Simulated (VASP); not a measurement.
Wanted: the native input for a VASP 6.6.1 run.

```yaml
Task: single point
Functional: LDA
Potentials_or_basis: VASP PAW LDA potentials, release 64 (Ge_d)
Cutoff: 520 eV
k_mesh: 7 × 7 × 4
Occupations: gaussian, width 0.1 eV
Spin: no spin polarisation
Dipole_correction: no
Further_INCAR_settings: ALGO = Normal; EDIFF = 1e-06; NBANDS = 36
```

The structure of Ge lies in POSCAR:

```
Ge
1.0
    3.8950382457      0.0000000000      0.0000000000
   -1.9475191228      3.3732020404      0.0000000000
    0.0000000000      0.0000000000      6.4300879850
Ge
4
Direct
    0.6666666667      0.3333333333      0.0629010000
    0.3333333333      0.6666666667      0.5629010000
    0.6666666667      0.3333333333      0.4370990000
    0.3333333333      0.6666666667      0.9370990000
```

These files were run (other wordings do the same):

INCAR

```
SYSTEM = Ge
PREC = Accurate
ENCUT = 520
EDIFF = 1E-6
ISMEAR = 0
SIGMA = 0.1
LREAL = .FALSE.
LASPH = .TRUE.
NELM = 100
ALGO = Normal
ISIF = 2
LWAVE = .FALSE.
LCHARG = .FALSE.
NBANDS = 36
```

KPOINTS

```
Automatic mesh
0
G
  7 7 4
  0 0 0
```

Potentials or basis: VASP PAW LDA potentials, release 64 (Ge_d).

Launch:

```sh
$ cat potpaw_LDA.64/Ge_d/POTCAR > POTCAR
$ mpirun -np 1 vasp_std > vasp.out
```

Results of the run:

```yaml
Pressure: 4.2 GPa
Largest_force: 0.022 eV/Å
Band_gap_on_the_k_mesh: zero (filled and empty bands touch)
```

Wall time 32 s on 1 thread of Intel(R) Xeon(R) 6975P-C (Granite Rapids), with other jobs on the host, peak memory 0.19 GiB.
